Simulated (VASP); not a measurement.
# Al (P6_3/mmc) in VASP: notebook, part 2 of 2

VASP 6.6.1.

**3. Single point, LDA**

This run uses another cell than the first one, of the same volume but with other edges.

Contents of INCAR:

```
SYSTEM = Al
PREC = Accurate ; ENCUT = 520
EDIFF = 1E-7 ; ISMEAR = 0
SIGMA = 0.15 ; LREAL = .False.
LASPH = .True. ; NELM = 60
ALGO = Normal ; ISIF = 2
LWAVE = .False. ; LCHARG = .False.
GGA = CA ; NBANDS = 10
```

Contents of KPOINTS:

```
Automatic mesh
0
Gamma
  18 18 10
  0 0 0
```

Contents of POSCAR:

```
Al
1.0
    2.6553000000      0.0000000000      0.0000000000
   -1.3276500000      2.2995572547      0.0000000000
    0.0000000000      0.0000000000      4.7800000000
Al
2
Direct
    0.6666666667      0.3333333333      0.7500000000
    0.3333333333      0.6666666667      0.2500000000
```

Potentials or basis: VASP PAW LDA potentials, release 64 (Al).

Run with:

```sh
$ cat potpaw_LDA.64/Al/POTCAR > POTCAR
$ mpirun -np 1 vasp_std > vasp.out
```

Run time: 45 s. Hardware: 1 thread of Intel Xeon 8259CL, shared host; peak memory 0.16 GiB.

The run converged. Its results:

```
Free energy            : -8.2011 eV
Pressure               : 10.1 GPa
Band gap on the k mesh : zero (band 3 reaches 12.63 eV, above the bottom of band 4 at 6.01 eV)
```

Stress tensor (GPa, compression positive):
```
13.60  0.00  0.00
 0.00 13.60  0.00
 0.00  0.00  3.08
```

Levels at points of the mesh, in eV from the Fermi level:
```
           k point  band 1  band 2  band 3  band 4  band 5  band 6  band 7
(0.00, 0.00, 0.00)  -11.95   -5.76   -5.53   10.95   12.39   12.96   12.96
(0.50, 0.00, 0.00)   -5.25   -5.14    0.49    0.65    1.30    1.42    7.48
(0.00, 0.00, 0.50)  -10.35  -10.35    1.88    1.88   13.74   13.74   13.74
(0.50, 0.00, 0.50)   -4.11   -4.11   -3.09   -3.09    7.51    7.51    8.15
```

**4. Single point, LDA**

This run uses another cell than the first one, of the same volume but with other edges.

Contents of INCAR:

```
SYSTEM = Al
PREC = Accurate ; ENCUT = 520
EDIFF = 1E-6 ; ISMEAR = 0
SIGMA = 0.15 ; LREAL = .FALSE.
LASPH = .TRUE. ; NELM = 100
ALGO = Normal ; ISIF = 2
LWAVE = .FALSE. ; LCHARG = .FALSE.
GGA = CA ; NBANDS = 10
```

Contents of KPOINTS:

```
Automatic mesh
0
G
  18 18 10
  0 0 0
```

Contents of POSCAR:

```
Al
1.0
    2.7184000000      0.0000000000      0.0000000000
   -1.3592000000      2.3542034577      0.0000000000
    0.0000000000      0.0000000000      4.5691000000
Al
2
Direct
    0.6666666667      0.3333333333      0.7500000000
    0.3333333333      0.6666666667      0.2500000000
```

Potentials or basis: VASP PAW LDA potentials, release 64 (Al).

Run with:

```sh
$ cat potpaw_LDA.64/Al/POTCAR > POTCAR
$ mpirun -np 1 vasp_std > vasp.out
```

OUTCAR:

```text
SYSTEM = Al
   PREC = Accurate
   ENCUT = 520
   EDIFF = 1E-6
   ISMEAR = 0
   LREAL = .FALSE.
   LASPH = .TRUE.
   NELM = 100
   ISIF = 2
   GGA = CA

 ion  position               nearest neighbor table
   1  0.667  0.333  0.750-   2 2.77   2 2.77   2 2.77   2 2.77   2 2.77   2 2.77
   2  0.333  0.667  0.250-   1 2.77   1 2.77   1 2.77   1 2.77   1 2.77   1 2.77

  LATTYP: Found a hexagonal cell.
 ALAT       =     2.7184000000
 C/A-ratio  =     1.6808048852

  Lattice vectors:

 A1 = (   2.7184000000,   0.0000000000,   0.0000000000)
 A2 = (  -1.3592000000,   2.3542034577,   0.0000000000)
 A3 = (   0.0000000000,   0.0000000000,   4.5691000000)

Analysis of symmetry for initial positions (statically):
=====================================================================
 Subroutine PRICEL returns:
 Original cell was already a primitive cell.

 Routine SETGRP: Setting up the symmetry group for a
 hexagonal supercell.

 Subroutine GETGRP returns: Found 24 space group operations
 (whereof 12 operations were pure point group operations)
 out of a pool of 24 trial point group operations.

The static configuration has the point symmetry D_3d.
[... 172 lines left out ...]
      1      -2.8564      2.00000
      2       3.8986      2.00000
      3       4.1692      2.00000
      4      21.0906      0.00000
      5      21.0906      0.00000
      6      21.1051      0.00000
      7      21.1051      0.00000
      8      21.3678      0.00000
      9      23.8296      0.00000
     10      24.7218      0.00000
[... 287 lines left out ...]
 k-point    24 :       0.3889    0.1111    0.0000
  band No.  band energies     occupation
      1       2.5224      2.00000
      2       5.2726      2.00000
      3       8.9465      1.86053
      4       9.4375      0.00162
      5      11.5014      0.00000
      6      11.7856      0.00000
      7      13.5914      0.00000
      8      18.6705      0.00000
      9      19.1264      0.00000
     10      20.7177      0.00000

 [... further k-points ...]

------------------------ aborting loop because EDIFF is reached ----------------------------------------

  FORCE on cell =-STRESS in cart. coord.  units (eV):
  Direction    XX          YY          ZZ          XY          YZ          ZX
  --------------------------------------------------------------------------------------
  -------------------------------------------------------------------------------------
  Total        1.6324077      1.6324077      1.4452985      0.0000000      0.0000000     -0.0000000
  in kB       89.4439987     89.4439987     79.1917799      0.0000000      0.0000000     -0.0000000
  external PRESSURE =      86.0265925 kB  Pullay stress =       0.0000000 kB

 VOLUME and BASIS-vectors are now :
 -----------------------------------------------------------------------------
  energy-cutoff  :      520.00
  volume of cell :       29.24
      direct lattice vectors                 reciprocal lattice vectors
     2.718400000  0.000000000  0.000000000     0.367863449  0.212386061  0.000000000
    -1.359200000  2.354203458  0.000000000     0.000000000  0.424772123  0.000000000
     0.000000000  0.000000000  4.569100000     0.000000000  0.000000000  0.218861483

 POSITION                                       TOTAL-FORCE (eV/Angst)
 -----------------------------------------------------------------------------------
      1.35920      0.78473      3.42683        -0.000000      0.000000      0.000000
     -0.00000      1.56947      1.14227         0.000000     -0.000000      0.000000
 -----------------------------------------------------------------------------------
    total drift:                                0.000000     -0.000000      0.000000

  FREE ENERGIE OF THE ION-ELECTRON SYSTEM (eV)
  ---------------------------------------------------
  free  energy   TOTEN  =        -8.2488516326 eV

  energy  without entropy=       -8.2397954014  energy(sigma->0) =       -8.24432352
```

Wall time 48 s (1 thread of Intel Xeon 8259CL, shared host); peak memory 0.16 GiB.

Results:

```
Free energy            : -8.2489 eV
Pressure               : 8.6 GPa
Band gap on the k mesh : zero (band 3 reaches 13.19 eV, above the bottom of band 4 at 5.80 eV)
```

**5. Overview**

```csv
cell,gap on the mesh (eV),pressure (GPa)
"a = 2.606, b = 2.606, c = 4.967 Å, angles 90.0, 90.0, 120.0°, 2 atoms",none,12.1
"a = 2.655, b = 2.655, c = 4.780 Å, angles 90.0, 90.0, 120.0°, 2 atoms",none,10.1
"a = 2.718, b = 2.718, c = 4.569 Å, angles 90.0, 90.0, 120.0°, 2 atoms",none,8.6
```

Alike in all rows: task single point; level LDA; potentials or basis VASP PAW LDA potentials, release 64 (Al); no spin polarisation; k mesh 18 × 18 × 10; cutoff (eV) 520; smearing gaussian 0.15 eV.

Total energies depend on the potentials used, so only differences within one code and one set of settings carry meaning.
